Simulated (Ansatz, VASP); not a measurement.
One calculation of SrO, two programs

Contents of POSCAR:

```
SrO
1.0
    0.0000000000      2.5698000000      2.5698000000
    2.5698000000      0.0000000000      2.5698000000
    2.5698000000      2.5698000000      0.0000000000
Sr O
1 1
Direct
   -0.0121604794     -0.0121604794      0.0121604794
    0.5000000000      0.5000000000      0.5000000000
```

The input INCAR.step1:

```
SYSTEM = SrO
PREC = Accurate ; ENCUT = 520
ISMEAR = 0 ; SIGMA = 0.05
LREAL = .False. ; LASPH = .True.
NELM = 80 ; NBANDS = 15
GGA = PE ; ALGO = Normal
EDIFF = 1E-4 ; LWAVE = .True.
LCHARG = .False.
```

File INCAR.step2:

```
SYSTEM = SrO
PREC = Accurate ; ENCUT = 520
EDIFF = 1E-7 ; ISMEAR = 0
SIGMA = 0.05 ; LREAL = .False.
LASPH = .True. ; NELM = 80
ALGO = Normal ; ISIF = 2
LWAVE = .False. ; LCHARG = .False.
METAGGA = R2SCAN ; LMIXTAU = .True.
NBANDS = 15 ; ISTART = 1
```

KPOINTS

```
regular mesh
0
Gamma
  8 8 8
  0 0 0
```

Input for Ansatz:

```yaml
crystal:
  lattice:
    - [0.0, 2.5698, 2.5698]
    - [2.5698, 0.0, 2.5698]
    - [2.5698, 2.5698, 0.0]
  atoms:
    - { symbol: Sr, position: [-0.0121604794, -0.0121604794, 0.0121604794] }
    - { symbol: O, position: [0.5, 0.5, 0.5] }
basis:
  ecutwfc: 500
kpoints:
  mp_grid: { grid: [8, 8, 8] }
hamiltonian:
  xc: r2scan
scf:
  occupations: { method: gaussian, width: 0.05 }
output:
  forces: true
  stress: true
  eigenvalues: true
```

Change from the starting cell: all Sr atoms moved +0.062 Å, as atom 1 towards its neighbour atom 2 (O) at 2.570 Å.

Alike in both runs: task single point; functional r2SCAN; k mesh 8 × 8 × 8; occupations gaussian, width 0.05 eV; no spin polarisation.

```csv
,VASP,Ansatz
version,VASP 6.6.1,Ansatz 0.2.0
potentials or method,"VASP PAW PBE potentials, release 64 (Sr_sv, O), cutoff 520 eV","scalar-relativistic, plane waves, PAW"
valence electrons in the cell,16,16
```

|  | VASP | Ansatz | Ansatz less VASP |
| --- | --- | --- | --- |
| gap on the k mesh at the Fermi level (eV) | 3.75 | 3.80 | +0.053 |
| least direct gap on the mesh (eV) | 3.83 | 3.87 | +0.041 |
| pressure (GPa) | 1.8 | 1.2 | -0.56 |
| traceless stress, the component that is largest in VASP (GPa) | 0.32 | 0.30 | -0.019 |
| rms of the force components (eV/Å) | 0.096 | 0.090 | -0.0056 |

VASP's potentials were made for PBE, not for r2SCAN. Atom by atom the forces differ by 0.006 eV/Å (rms over components).
